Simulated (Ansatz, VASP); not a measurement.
**Two plane-wave programs on As**

File INCAR:

```
PREC     = Accurate       # precision mode
ENCUT    = 600            # plane-wave cutoff, eV
EDIFF    = 1E-6           # SCF threshold, eV
ISMEAR   = 0              # smearing method
SIGMA    = 0.1            # smearing width, eV
LREAL    = False          # projectors in reciprocal space
LASPH    = True           # aspherical terms in the spheres
NELM     = 80             # most SCF steps
ALGO     = Normal         # electronic algorithm
ISIF     = 3              # what is computed and relaxed
LWAVE    = False          # write WAVECAR
LCHARG   = False          # write CHGCAR
GGA      = PS             # functional
IBRION   = 2              # ionic algorithm
NSW      = 80             # ionic steps
EDIFFG   = -0.01          # ionic threshold
```

Contents of KPOINTS:

```
Automatic mesh
0
Gamma
  16 16 16
```

Contents of POSCAR:

```
As
1.0
    2.7592036727      0.0000000000      0.0000000000
    0.0000000000      2.7592036727      0.0000000000
    0.0000000000      0.0000000000      2.7592036727
As
1
Direct
    0.0000000000      0.0000000000      0.0000000000
```

Input for Ansatz:

```yaml
crystal:
  lattice:
    - [2.7592036727, 0.0, 0.0]
    - [0.0, 2.7592036727, 0.0]
    - [0.0, 0.0, 2.7592036727]
  atoms:
    - { symbol: As, position: [0.0, 0.0, 0.0] }
basis:
  ecutwfc: 420
kpoints:
  mp_grid: { grid: [16, 16, 16] }
hamiltonian:
  xc: pbesol
scf:
  occupations: { method: gaussian, width: 0.1 }
output:
  forces: true
  stress: true
  eigenvalues: true
relax:
  adjacent_minimum: "off"
  f_tol: 0.01
  max_steps: 60
  cell: { stress_tol: 0.1 }
```

Alike in both runs: task relaxation of cell and atoms; functional PBEsol; k mesh 16 × 16 × 16; occupations gaussian, width 0.1 eV; no spin polarisation.

```csv
,VASP,Ansatz
version,VASP 6.6.1,Ansatz 0.2.0
potentials or method,"VASP PAW PBE potentials, release 64 (As), cutoff 600 eV","scalar-relativistic, plane waves, PAW"
valence electrons in the cell,5,15
```

Ansatz gave:

* gap on the k mesh at the Fermi level, each at its own relaxed structure (eV): none
* relaxed volume (Å³/atom): 19.45
* relaxed cell length with the largest relative difference (Å): 2.689

**Question.** Estimate VASP's values.

**Answer.** gap on the k mesh at the Fermi level, each at its own relaxed structure (eV): none; relaxed volume (Å³/atom): 19.51; relaxed cell length with the largest relative difference (Å): 2.692.

VASP's potentials were made for PBE, not for PBEsol. A gap of «none» marks a metal or a gap that the smearing closes. VASP's potentials hold 5 valence electrons a cell and Ansatz's 15, so a difference there can come from the potentials and not from the codes.
